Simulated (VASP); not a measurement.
Wanted: the native input for a VASP 6.6.1 run.

* Task: single point
* Functional: r2SCAN
* Potentials or basis: VASP PAW PBE potentials, release 64 (K_sv, Cl)
* Cutoff: 520 eV
* k mesh: 10 × 10 × 10
* Occupations: fermi-dirac, width 0.08 eV
* Spin: no spin polarisation
* Dipole correction: no
* Further INCAR settings: ALGO = Normal; EDIFF = 1e-06; NBANDS = 15

The system is KCl.

```xyz
2
Lattice="3.1465 3.1465 0.0000 -3.1465 3.1465 0.0000 0.0000 3.1465 3.1465" Properties=species:S:1:pos:R:3 pbc="T T T"
K     0.0000    0.0000    0.0000
Cl    0.0000    3.1465    0.0000
```

One way to write it, as run:

POSCAR

```
KCl
1.0
    3.1464700000      3.1464700000      0.0000000000
   -3.1464700000      3.1464700000      0.0000000000
    0.0000000000      3.1464700000      3.1464700000
K Cl
1 1
Direct
    0.0000000000      0.0000000000      0.0000000000
    0.5000000000      0.5000000000      0.0000000000
```

INCAR.step1

```
SYSTEM = KCl
ALGO = Normal ; EDIFF = 1E-4
ENCUT = 520 ; GGA = PE
ISMEAR = -1 ; LASPH = .TRUE.
LCHARG = .FALSE. ; LREAL = .FALSE.
LWAVE = .TRUE. ; NBANDS = 15
NELM = 100 ; PREC = Accurate
SIGMA = 0.08
```

INCAR.step2

```
SYSTEM = KCl
ALGO = Normal ; EDIFF = 1E-6
ENCUT = 520 ; ISIF = 2
ISMEAR = -1 ; ISTART = 1
LASPH = .TRUE. ; LCHARG = .FALSE.
LMIXTAU = .TRUE. ; LREAL = .FALSE.
LWAVE = .FALSE. ; METAGGA = R2SCAN
NBANDS = 15 ; NELM = 100
PREC = Accurate ; SIGMA = 0.08
```

KPOINTS

```
k-points
0
G
  10 10 10
  0 0 0
```

Potentials or basis: VASP PAW PBE potentials, release 64 (K_sv, Cl).

Launch:

```bash
$ cat potpaw_PBE.64/K_sv/POTCAR potpaw_PBE.64/Cl/POTCAR > POTCAR
$ cp INCAR.step1 INCAR
$ mpirun -np 1 vasp_std > vasp.out
$ cp INCAR.step2 INCAR
$ mpirun -np 1 vasp_std > vasp.out
```

It gave:

* Pressure: 0.0 GPa
* Band gap on the k mesh: 5.83 eV

Caveat: the PAW data sets were made with another functional, which shifts forces and pressure a little.

It took 5 min on 1 thread of AMD EPYC 7R43 64-Core Processor (Zen 3), on a shared host, peak memory 0.19 GiB.
